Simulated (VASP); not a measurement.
## Ti: single point with r2SCAN

The system is Ti.

```
Ti
1.0
     3.04888    0.00000    0.00000
    -1.52444    2.64041    0.00000
     0.00000    0.00000    4.82032
Ti
2
Direct
  0.33333 0.66667 0.25000
  0.66667 0.33333 0.75000
```

```yaml
Program: VASP 6.6.1
Task: single point
Functional: r2SCAN
Potentials_or_basis: VASP PAW PBE potentials, release 64 (Ti_sv)
Cutoff: 550 eV
k_mesh: 20 × 20 × 11
Occupations: fermi-dirac, width 0.1 eV
Spin: no spin polarisation
```

| Property | Result |
| --- | --- |
| Pressure | -10.5 GPa |
| Band gap on the k mesh | zero (bands 12 and 13 overlap by 1.22 eV) |

Stress tensor (GPa, compression positive):
```
-10.53   0.00   0.00
  0.00 -10.53   0.00
  0.00   0.00 -10.45
```

Levels at points of the mesh, in eV from the Fermi level:
| k point | band 8 | band 9 | band 10 | band 11 | band 12 | band 13 | band 14 | band 15 | band 16 | band 17 |
| --- | --- | --- | --- | --- | --- | --- | --- | --- | --- | --- |
| (0.00, 0.00, 0.00) | -34.33 | -6.33 | -2.57 | 0.33 | 0.81 | 0.81 | 0.90 | 1.26 | 1.26 | 1.63 |
| (0.50, 0.00, 0.00) | -34.38 | -2.37 | -1.96 | -1.63 | -0.90 | 0.59 | 0.62 | 1.13 | 3.09 | 3.29 |

It took 19 min on 1 thread of Oxide Virtual Turin-like Processor (shared host), peak memory 0.26 GiB.

Caveat: the cell stands under tension; the PAW data sets were made with another functional, which shifts forces and pressure a little.
